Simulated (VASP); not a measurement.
# Al2O3 (R-3c) in VASP: electric field gradients with PBE

Aim: the electric field gradients of Al2O3 with PBE.

Program: VASP 6.6.1. These are calculated values, not measurements. Logs are shortened: lines on timing, memory, paths and dates and some standing lists are left out, and cuts for length are marked.

### Step 1. The cell of the first run

It takes space group R-3c (No. 167, trigonal). Conventional cell: a = 4.760 Å, b = 4.760 Å, c = 12.996 Å, α = 90.00°, β = 90.00°, γ = 120.00°. Al (site symmetry 3) has 6 O at 1.86 to 1.97 Å within 2.5 Å. Within 2.9 Å of O (site symmetry 2) lie 4 Al at 1.86 to 1.97 Å and 12 O at 2.53 to 2.87 Å.

### Step 2. Electric field gradients, PBE

File INCAR:

```
PREC     = Accurate       # precision mode
ENCUT    = 520            # plane-wave cutoff, eV
EDIFF    = 1E-8           # SCF threshold, eV
ISMEAR   = 0              # smearing method
SIGMA    = 0.01           # smearing width, eV
LREAL    = Auto         
LASPH    = True           # aspherical terms in the spheres
NELM     = 80             # most SCF steps
ALGO     = Normal         # electronic algorithm
ISIF     = 2              # what is computed and relaxed
LWAVE    = False          # write WAVECAR
LCHARG   = False          # write CHGCAR
GGA      = PE             # functional
LEFG     = True         
NBANDS   = 122            # bands
```

File KPOINTS:

```
regular mesh
0
Gamma
  3 3 3
```

File POSCAR:

```
Al2O3
1.0
   -4.7605000000     -2.7484759565      4.3318666667
    4.7605000000     -2.7484759565      4.3318666667
    0.0000000000      5.4969519129      4.3318666667
Al O
16 24
Direct
    0.3520818657      0.3520818657      0.3520818657
    0.8520818657      0.8520818657      0.3520818657
    0.8520818657      0.3520818657      0.8520818657
    0.3520818657      0.8520818657      0.8520818657
    0.1479181343      0.1479181343      0.1479181343
    0.6479181343      0.6479181343      0.1479181343
    0.6479181343      0.1479181343      0.6479181343
    0.1479181343      0.6479181343      0.6479181343
    0.6479181343      0.6479181343      0.6479181343
    0.1479181343      0.1479181343      0.6479181343
    0.1479181343      0.6479181343      0.1479181343
    0.6479181343      0.1479181343      0.1479181343
    0.8520818657      0.8520818657      0.8520818657
    0.3520818657      0.3520818657      0.8520818657
    0.3520818657      0.8520818657      0.3520818657
    0.8520818657      0.3520818657      0.3520818657
    0.5967684462      0.4032315538      0.7500000000
    0.0967684462      0.9032315538      0.7500000000
    0.0967684462      0.4032315538      0.2500000000
    0.5967684462      0.9032315538      0.2500000000
    0.7500000000      0.5967684462      0.4032315538
    0.2500000000      0.0967684462      0.4032315538
    0.2500000000      0.5967684462      0.9032315538
    0.7500000000      0.0967684462      0.9032315538
    0.4032315538      0.7500000000      0.5967684462
    0.9032315538      0.2500000000      0.5967684462
    0.9032315538      0.7500000000      0.0967684462
    0.4032315538      0.2500000000      0.0967684462
    0.4032315538      0.5967684462      0.2500000000
    0.9032315538      0.0967684462      0.2500000000
    0.9032315538      0.5967684462      0.7500000000
    0.4032315538      0.0967684462      0.7500000000
    0.2500000000      0.4032315538      0.5967684462
    0.7500000000      0.9032315538      0.5967684462
    0.7500000000      0.4032315538      0.0967684462
    0.2500000000      0.9032315538      0.0967684462
    0.5967684462      0.2500000000      0.4032315538
    0.0967684462      0.7500000000      0.4032315538
    0.0967684462      0.2500000000      0.9032315538
    0.5967684462      0.7500000000      0.9032315538
```

Potentials or basis: VASP PAW PBE potentials, release 64 (Al, O).

Launch:

```console
> cat potpaw_PBE.64/Al/POTCAR potpaw_PBE.64/O/POTCAR > POTCAR
> mpirun -np 1 vasp_std > vasp.out
```

OUTCAR:

```text
PREC = Accurate
   ENCUT = 520
   EDIFF = 1E-8
   ISMEAR = 0
   LREAL = Auto
   LASPH = True
   NELM = 80
   ISIF = 2
   GGA = PE

 ion  position               nearest neighbor table
   1  0.352  0.352  0.352-  33 1.86  37 1.86  29 1.86  28 1.97  19 1.97  22 1.97   5 2.65  10 2.79
                            11 2.79  12 2.79   8 3.22   7 3.22   6 3.22
   2  0.852  0.852  0.352-  34 1.86  38 1.86  30 1.86  27 1.97  20 1.97  21 1.97   6 2.65   9 2.79
                            11 2.79  12 2.79   8 3.22   7 3.22   5 3.22
   3  0.852  0.352  0.852-  35 1.86  39 1.86  31 1.86  26 1.97  17 1.97  24 1.97   7 2.65  12 2.79
                            10 2.79   9 2.79   5 3.22   6 3.22   8 3.22
   4  0.352  0.852  0.852-  36 1.86  40 1.86  32 1.86  25 1.97  18 1.97  23 1.97   8 2.65  11 2.79
                            10 2.79   9 2.79   5 3.22   6 3.22   7 3.22
   5  0.148  0.148  0.148-  39 1.86  36 1.86  30 1.86  22 1.97  19 1.97  28 1.97   1 2.65  14 2.79
                            15 2.79  16 2.79   4 3.22   3 3.22   2 3.22
   6  0.648  0.648  0.148-  40 1.86  35 1.86  29 1.86  21 1.97  20 1.97  27 1.97   2 2.65  13 2.79
                            15 2.79  16 2.79   4 3.22   3 3.22   1 3.22
   7  0.648  0.148  0.648-  37 1.86  34 1.86  32 1.86  24 1.97  17 1.97  26 1.97   3 2.65  16 2.79
                            14 2.79  13 2.79   1 3.22   2 3.22   4 3.22
   8  0.148  0.648  0.648-  38 1.86  33 1.86  31 1.86  23 1.97  18 1.97  25 1.97   4 2.65  15 2.79
                            14 2.79  13 2.79   1 3.22   2 3.22   3 3.22
   9  0.648  0.648  0.648-  21 1.86  25 1.86  17 1.86  40 1.97  31 1.97  34 1.97  13 2.65   2 2.79
[... 46 lines left out ...]
 A1 = (  -4.7605000000,  -2.7484759565,   4.3318666667)
 A2 = (   4.7605000000,  -2.7484759565,   4.3318666667)
 A3 = (   0.0000000000,   5.4969519129,   4.3318666667)

Analysis of symmetry for initial positions (statically):
=====================================================================
 Subroutine PRICEL returns following result:

  LATTYP: Found a trigonal (rhomboedric) cell.
 ALAT       =     5.1302230850
 COS(alpha) =     0.5694707703

  Lattice vectors:

 A1 = (   0.0000000000,  -2.7484759565,   4.3318666667)
 A2 = (   2.3802500000,   1.3742379782,   4.3318666667)
 A3 = (  -2.3802500000,   1.3742379782,   4.3318666667)

   4 primitive cells build up your supercell.

 Routine SETGRP: Setting up the symmetry group for a
 trigonal (rhombohedral) supercell.

 Subroutine GETGRP returns: Found 12 space group operations
 (whereof  6 operations were pure point group operations)
 out of a pool of 12 trial point group operations.

The static configuration has the point symmetry S_6 .
 The point group associated with its full space group is D_3d.

Analysis of symmetry for dynamics (positions and initial velocities):
=====================================================================
 Subroutine PRICEL returns following result:

  LATTYP: Found a trigonal (rhomboedric) cell.
 ALAT       =     5.1302230850
 COS(alpha) =     0.5694707703

  Lattice vectors:

 A1 = (   0.0000000000,  -2.7484759565,   4.3318666667)
 A2 = (   2.3802500000,   1.3742379782,   4.3318666667)
 A3 = (  -2.3802500000,   1.3742379782,   4.3318666667)

   4 primitive cells build up your supercell.

 Routine SETGRP: Setting up the symmetry group for a
 trigonal (rhombohedral) supercell.

 Subroutine GETGRP returns: Found 12 space group operations
 (whereof  6 operations were pure point group operations)
 out of a pool of 12 trial point group operations.

The dynamic configuration has the point symmetry S_6 .
 The point group associated with its full space group is D_3d.

 Subroutine INISYM returns: Found 12 space group operations
 (whereof  6 operations are pure point group operations),
 and found     4 'primitive' translations

----------------------------------------------------------------------------------------

                                     Primitive cell

  volume of cell :      85.0180

  direct lattice vectors                    reciprocal lattice vectors
[... 90 lines left out ...]
   ISIF   =      2    stress and relaxation
   ISYM   =      2    0-nonsym 1-usesym 2-fastsym
   POTIM  = 0.5000    time-step for ionic-motion
   TEBEG  =    0.0;   TEEND  =   0.0 temperature during run
   PSTRESS=    0.0 pullay stress
   NELECT =     192.0000    total number of electrons
   NUPDOWN=      -1.0000    fix difference up-down
   EMIN   =  10.00;   EMAX   =-10.00  energy-range for DOS
   EFERMI =   0.00;   METHOD = LEGACY
   ISMEAR =     0;   SIGMA  =   0.01  broadening in eV -4-tet -1-fermi 0-gaus
   EFERMI_NEDOS =   21; number of points for ismear=-14 and -15
   IALGO  =     38    algorithm
   IMIX   =      4    mixing-type and parameters
     AMIX     =   0.40;   BMIX     =  1.00
     AMIX_MAG =   1.60;   BMIX_MAG =  1.00
  volume/ion in A,a.u.               =       8.50        57.37
  Fermi-wavevector in a.u.,A,eV,Ry     =   1.353064  2.556920 24.909299  1.830782
  Thomas-Fermi vector in A             =   2.480350
   LORBIT       =      0    0 simple, 1 ext, 2 COOP (PROOUT), +10 PAW based schemes
   GGA     = PE    functional components
   LHFCALC =     F    Hartree Fock is set to
   AEXX    =    0.0000 exact exchange contribution
   IVDW    =     0    specifies the selected vdW correction
   LEPSILON=     F    determine dielectric tensor
   LRPA    =     F    only Hartree local field effects (RPA)
 non-spin polarized calculation
 Gauss-broadening in eV      SIGMA  =   0.01
  energy-cutoff  :      520.00
  volume of cell :      340.07
 maximum number of plane-waves:      9172
 NGX is ok and might be reduce to    54
   NGX = 27   NGY = 27   NGZ = 27

 number of electron     191.9999917 magnetization

 Free energy of the ion-electron system (eV)
  ---------------------------------------------------
  ext. energy  EPLUGINS =         0.00000000
  ---------------------------------------------------
  free energy    TOTEN  =      -299.01942332 eV

  energy without entropy =     -299.01942332  energy(sigma->0) =     -299.01942332

 E-fermi :   6.2127     XC(G=0): -11.6852

 val. band max:        6.1377102442   @ k =   0.0000   0.0000   0.0000
 cond. band min:      12.3581739355   @ k =   0.0000   0.0000   0.0000
 fundamental gap:      6.2204636913
 Fermi energy:         6.2127449964

 k-point     1 :       0.0000    0.0000    0.0000
  band No.  band energies     occupation
      1     -13.1051      2.00000
      2     -11.9372      2.00000
      3     -11.9372      2.00000
      4     -11.9372      2.00000
      5     -11.2720      2.00000
      6     -11.2720      2.00000
[... 655 lines left out ...]
    107      16.2215      0.00000
    108      16.2215      0.00000
 [bands above 108 left out]

------------------------ aborting loop because EDIFF is reached ----------------------------------------

  FORCE on cell =-STRESS in cart. coord.  units (eV):
  Direction    XX          YY          ZZ          XY          YZ          ZX
  --------------------------------------------------------------------------------------
  -------------------------------------------------------------------------------------
  Total       15.7296928     15.7296928     14.4774277      0.0000000     -0.0000000     -0.0000000
  in kB       74.1071277     74.1071277     68.2073450      0.0000000     -0.0000000     -0.0000000
  external PRESSURE =      72.1405335 kB  Pullay stress =       0.0000000 kB

 VOLUME and BASIS-vectors are now :
 -----------------------------------------------------------------------------
  energy-cutoff  :      520.00
  volume of cell :      340.07
      direct lattice vectors                 reciprocal lattice vectors
    -4.760500000 -2.748475957  4.331866667    -0.105030984 -0.060639667  0.076949121
     4.760500000 -2.748475957  4.331866667     0.105030984 -0.060639667  0.076949121
     0.000000000  5.496951913  4.331866667     0.000000000  0.121279334  0.076949121

 POSITION                                       TOTAL-FORCE (eV/Angst)
 -----------------------------------------------------------------------------------
      0.00000     -0.00000      4.57552         0.000000      0.000000     -0.004663
      0.00000     -2.74848      8.90738         0.000000      0.000000     -0.004663
     -2.38025      1.37424      8.90738         0.000000      0.000000     -0.004663
      2.38025      1.37424      8.90738         0.000000      0.000000     -0.004663
      0.00000     -0.00000      1.92228         0.000000     -0.000000      0.004663
      0.00000     -2.74848      6.25415         0.000000     -0.000000      0.004663
[... 32 lines left out ...]
      0.72946      4.01194      5.41483         0.001587      0.002749     -0.000000
      0.72946      1.26346      9.74670         0.001587      0.002749     -0.000000
 -----------------------------------------------------------------------------------
    total drift:                               -0.000000      0.000000      0.000000

  FREE ENERGIE OF THE ION-ELECTRON SYSTEM (eV)
  ---------------------------------------------------
  free  energy   TOTEN  =      -299.0194233171 eV

  energy  without entropy=     -299.0194233171  energy(sigma->0) =     -299.01942332

 Electric field gradients (V/A^2)
---------------------------------------------------------------------
 ion       V_xx      V_yy      V_zz      V_xy      V_xz      V_yz
---------------------------------------------------------------------
   1      -3.092    -3.092     6.184     0.000     0.000     0.000
   2      -3.092    -3.092     6.184     0.000     0.000     0.000
   3      -3.092    -3.092     6.184     0.000     0.000     0.000
   4      -3.092    -3.092     6.184     0.000     0.000     0.000
   5      -3.092    -3.092     6.184    -0.000    -0.000     0.000
   6      -3.092    -3.092     6.184    -0.000    -0.000     0.000
[... 32 lines left out ...]
  39      -2.284     5.502    -3.218     6.742   -28.551    16.484
  40      -2.284     5.502    -3.218     6.742   -28.551    16.484
---------------------------------------------------------------------

 Electric field gradients after diagonalization (V/A^2)
 (convention: |V_zz| > |V_xx| > |V_yy|)
----------------------------------------------------------------------
 ion       V_xx      V_yy      V_zz     asymmetry (V_yy - V_xx)/ V_zz
----------------------------------------------------------------------
   1      -3.092    -3.092     6.184       0.000
   2      -3.092    -3.092     6.184       0.000
   3      -3.092    -3.092     6.184       0.000
   4      -3.092    -3.092     6.184       0.000
   5      -3.092    -3.092     6.184       0.000
   6      -3.092    -3.092     6.184       0.000
[... 32 lines left out ...]
  39      28.304     9.394   -37.698       0.502
  40      28.304     9.394   -37.698       0.502
----------------------------------------------------------------------

           NMR quadrupolar parameters

 Cq : quadrupolar parameter    Cq=e*Q*V_zz/h
 eta: asymmetry parameters     (V_yy - V_xx)/ V_zz
 Q  : nuclear electric quadrupole moment in mb (millibarn)
----------------------------------------------------------------------
 ion       Cq(MHz)       eta       Q (mb)
----------------------------------------------------------------------
   1       0.015       0.000       1.000
   2       0.015       0.000       1.000
   3       0.015       0.000       1.000
   4       0.015       0.000       1.000
   5       0.015       0.000       1.000
   6       0.015       0.000       1.000
[... 32 lines left out ...]
  39      -0.091       0.502       1.000
  40      -0.091       0.502       1.000
----------------------------------------------------------------------
```

Run time: 7.3 min. Hardware: 1 thread of AMD EPYC 7R13 (Zen 3), shared host; peak memory 0.42 GiB.

What came out:

* Free energy: -299.0194 eV
* Pressure: 7.2 GPa
* Largest force: 0.005 eV/Å
* Band gap on the k mesh: 6.22 eV
* Largest electric field gradient by atom: Al +6.2; O -37.7 V/Å²

Forces in eV/Å, atoms in the order of the input:
```
Al   0.000  0.000 -0.005
Al   0.000  0.000 -0.005
Al   0.000  0.000 -0.005
Al   0.000  0.000 -0.005
Al   0.000  0.000  0.005
Al   0.000  0.000  0.005
Al   0.000  0.000  0.005
Al   0.000  0.000  0.005
Al   0.000  0.000  0.005
Al   0.000  0.000  0.005
Al   0.000  0.000  0.005
Al   0.000  0.000  0.005
Al   0.000  0.000 -0.005
Al   0.000  0.000 -0.005
Al   0.000  0.000 -0.005
Al   0.000  0.000 -0.005
O    0.003  0.000  0.000
O    0.003  0.000  0.000
O    0.003  0.000  0.000
O    0.003  0.000  0.000
O   -0.002  0.003  0.000
O   -0.002  0.003  0.000
O   -0.002  0.003  0.000
O   -0.002  0.003  0.000
O   -0.002 -0.003  0.000
O   -0.002 -0.003  0.000
O   -0.002 -0.003  0.000
O   -0.002 -0.003  0.000
O   -0.003  0.000  0.000
O   -0.003  0.000  0.000
O   -0.003  0.000  0.000
O   -0.003  0.000  0.000
O    0.002 -0.003  0.000
O    0.002 -0.003  0.000
O    0.002 -0.003  0.000
O    0.002 -0.003  0.000
O    0.002  0.003  0.000
O    0.002  0.003  0.000
O    0.002  0.003  0.000
O    0.002  0.003  0.000
```

Electric field gradients, principal values (V/Å²):
```
 atom   least  middle  greatest (by size)
 1 Al  -3.092  -3.092               6.184
 2 Al  -3.092  -3.092               6.184
 3 Al  -3.092  -3.092               6.184
 4 Al  -3.092  -3.092               6.184
 5 Al  -3.092  -3.092               6.184
 6 Al  -3.092  -3.092               6.184
 7 Al  -3.092  -3.092               6.184
 8 Al  -3.092  -3.092               6.184
 9 Al  -3.092  -3.092               6.184
10 Al  -3.092  -3.092               6.184
11 Al  -3.092  -3.092               6.184
12 Al  -3.092  -3.092               6.184
13 Al  -3.092  -3.092               6.184
14 Al  -3.092  -3.092               6.184
15 Al  -3.092  -3.092               6.184
16 Al  -3.092  -3.092               6.184
 17 O   9.394  28.304             -37.698
 18 O   9.394  28.304             -37.698
 19 O   9.394  28.304             -37.698
 20 O   9.394  28.304             -37.698
 21 O   9.394  28.304             -37.698
 22 O   9.394  28.304             -37.698
 23 O   9.394  28.304             -37.698
 24 O   9.394  28.304             -37.698
 25 O   9.394  28.304             -37.698
 26 O   9.394  28.304             -37.698
 27 O   9.394  28.304             -37.698
 28 O   9.394  28.304             -37.698
 29 O   9.394  28.304             -37.698
 30 O   9.394  28.304             -37.698
 31 O   9.394  28.304             -37.698
 32 O   9.394  28.304             -37.698
 33 O   9.394  28.304             -37.698
 34 O   9.394  28.304             -37.698
 35 O   9.394  28.304             -37.698
 36 O   9.394  28.304             -37.698
 37 O   9.394  28.304             -37.698
 38 O   9.394  28.304             -37.698
 39 O   9.394  28.304             -37.698
 40 O   9.394  28.304             -37.698
```

Caveat: the cell stands under pressure; without QUAD_EFG the Cq values of the log hold for a quadrupole moment of 1 mb, not for the nuclei.
